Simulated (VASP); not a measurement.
**Si6O11 (a cell with a defect): single point with PBE+D3(BJ)**

The system is Si6O11 (a cell with a defect).

```
Si O
1.0
    -2.45739    4.25633    0.00000
     0.00000    0.00000    5.42103
     7.37217    4.25633    0.00000
Si O
6 11
Cartesian
  -0.1669 4.2563 3.6140
  4.7479 4.2563 3.6140
  1.3121 6.2399 1.8070
  -1.1452 1.9836 1.8070
  1.3121 2.2727 0.0000
  3.7695 6.5290 0.0000
  0.3394 1.7453 1.1944
  2.7968 6.0016 1.1944
  5.6910 3.6776 4.8085
  -1.1156 3.0897 3.0015
  3.7991 3.0897 3.0015
  1.3418 1.1666 4.2266
  3.7991 5.4229 4.2266
  0.6157 3.5454 -0.4737
  5.2542 6.7674 0.6126
  0.7762 4.8350 2.4196
  5.6910 4.8350 2.4196
```

This cell differs from its parent crystal: atoms taken out, atom 14 moved 1.000 of the way to it and -0.250 Å across, host rigid.

- Program: VASP 6.6.1
- Task: single point
- Functional: PBE
- Dispersion: D3(BJ)
- Potentials or basis: VASP PAW PBE potentials, release 64 (Si, O)
- Cutoff: 520 eV
- k mesh: 4 × 4 × 2
- Occupations: gaussian, width 0.05 eV
- Spin: no spin polarisation

The largest force is 4.939 eV/Å and the dispersion energy per atom is -0.142 eV.

Forces in eV/Å, atoms in the order of the input:
```
Si  -0.627 -1.731  0.517
Si   1.146  1.350  0.197
Si   2.048 -0.700  2.484
Si  -0.814 -0.011  0.518
Si  -2.094 -3.446  0.468
Si   1.072  0.510 -1.163
O    2.003 -0.508 -0.028
O   -1.693 -0.032  0.018
O   -0.419 -0.135  0.021
O    0.346  0.484  0.280
O   -1.298 -0.903 -1.089
O    0.988  0.686  0.760
O   -0.341 -0.214  0.060
O   -0.534  4.329 -2.316
O    0.030 -0.050  0.155
O    0.235  0.478 -0.730
O   -0.048 -0.109 -0.148
```

Levels at points of the mesh, in eV from the Fermi level:
| k point | band 40 | band 41 | band 42 | band 43 | band 44 | band 45 | band 46 | band 47 | band 48 | band 49 |
| --- | --- | --- | --- | --- | --- | --- | --- | --- | --- | --- |
| (0.00, 0.00, 0.00) | -0.92 | -0.83 | -0.70 | -0.25 | -0.06 | -0.01 | 4.03 | 6.43 | 6.69 | 6.88 |
| (0.50, 0.00, 0.00) | -1.03 | -0.64 | -0.56 | -0.20 | -0.04 | 0.05 | 3.96 | 6.35 | 6.92 | 8.52 |
| (0.00, 0.50, 0.00) | -0.89 | -0.75 | -0.52 | -0.34 | -0.08 | 0.09 | 3.88 | 6.44 | 6.91 | 8.29 |
| (0.50, 0.50, 0.00) | -0.96 | -0.89 | -0.59 | -0.52 | -0.39 | 0.23 | 3.99 | 6.67 | 7.07 | 8.09 |
| (0.00, 0.00, 0.50) | -0.92 | -0.77 | -0.71 | -0.22 | -0.05 | 0.12 | 3.92 | 6.28 | 6.82 | 7.43 |
| (0.50, 0.00, 0.50) | -0.98 | -0.64 | -0.55 | -0.22 | -0.06 | 0.01 | 3.99 | 6.37 | 6.96 | 8.29 |
| (0.00, 0.50, 0.50) | -0.90 | -0.76 | -0.60 | -0.39 | -0.05 | 0.13 | 3.87 | 6.48 | 6.91 | 8.22 |
| (0.50, 0.50, 0.50) | -0.94 | -0.81 | -0.56 | -0.50 | -0.30 | 0.12 | 3.99 | 6.74 | 7.09 | 8.16 |

Run time: 14 min on 1 thread of Intel Xeon 8259CL (shared host), peak memory 0.39 GiB.

Caveat: the k points lie up to 0.37 Å⁻¹ apart; the cell carries a net charge on a neutralising background, which shifts energy and pressure; the cell differs from its parent crystal (atoms taken out, atom 14 moved 1.000 of the way to it and -0.250 Å across, host rigid); the cell is charged against a uniform background, so pressure and absolute levels hang on convention.
